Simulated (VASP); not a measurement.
Here is a VASP 6.6.1 calculation.

INCAR

```
PREC = Accurate
ENCUT = 500
EDIFF = 1E-6
ISMEAR = 0
SIGMA = 0.1
LREAL = False
LASPH = True
NELM = 120
ALGO = Normal
ISIF = 2
LWAVE = False
LCHARG = False
GGA = PS
NBANDS = 14
GGA_COMPAT = False
```

KPOINTS

```
regular mesh
0
Gamma
  18 18 18
```

File POSCAR:

```
Ir
1.0
    0.0000000000      1.9151529686      1.9151529686
    1.9151529686      0.0000000000      1.9151529686
    1.9151529686      1.9151529686      0.0000000000
Ir
1
Direct
    0.0000000000      0.0000000000      0.0000000000
```

Potentials or basis: VASP PAW PBE potentials, release 64 (Ir_sv_GW).

Launch:

```sh
$ cat potpaw_PBE.64/Ir_sv_GW/POTCAR > POTCAR
$ mpirun -np 1 vasp_std > vasp.out
```

Task: What does it give for the pressure?

Result: -3.3 GPa.

Caveat: the PAW data sets were made with another functional, which shifts forces and pressure a little.
